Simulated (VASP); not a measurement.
Set up this calculation in VASP 6.6.1, as the native input.

- Task: single point
- Functional: LDA
- Potentials or basis: VASP PAW LDA potentials, release 64 (Ru_pv, Al)
- Cutoff: 520 eV
- k mesh: 9 × 9 × 9
- Occupations: fermi-dirac, width 0.05 eV
- Spin: no spin polarisation
- Dipole correction: no
- Further INCAR settings: ALGO = Normal; EDIFF = 1e-06; NBANDS = 16

The structure of AlRu lies in POSCAR:

```
AlRu
1.0
    3.0309676725      0.0000000000      0.0000000000
    0.0000000000      3.0309676725      0.0000000000
    0.0000000000      0.0000000000      3.0309676725
Ru Al
1 1
Direct
    0.5000000000      0.5000000000      0.5000000000
    0.0000000000      0.0000000000      0.0000000000
```

These files were run (other wordings do the same):

INCAR

```
SYSTEM = AlRu
ALGO     = Normal         ! electronic algorithm
EDIFF    = 1E-6           ! SCF threshold, eV
ENCUT    = 520            ! plane-wave cutoff, eV
GGA      = CA             ! functional
ISIF     = 2              ! what is computed and relaxed
ISMEAR   = -1             ! smearing method
LASPH    = .True.         ! aspherical terms in the spheres
LCHARG   = .True.         ! write CHGCAR
LELF     = .True.         ! ELF
LREAL    = .False.        ! projectors in reciprocal space
LVHAR    = .True.       
LWAVE    = .False.        ! write WAVECAR
NBANDS   = 16             ! bands
NELM     = 60             ! most SCF steps
PREC     = Accurate       ! precision mode
SIGMA    = 0.05           ! smearing width, eV
```

KPOINTS

```
k-points
0
Gamma
  9 9 9
  0 0 0
```

Potentials or basis: VASP PAW LDA potentials, release 64 (Ru_pv, Al).

Command:

```console
$ cat potpaw_LDA.64/Ru_pv/POTCAR potpaw_LDA.64/Al/POTCAR > POTCAR
$ mpirun -np 1 vasp_std > vasp.out
```

Results of the run:

```
Pressure : -14.8 GPa
```

It took 3.9 s on 1 thread of Intel(R) Xeon(R) 6975P-C (Granite Rapids), with other jobs on the host, peak memory 0.13 GiB.
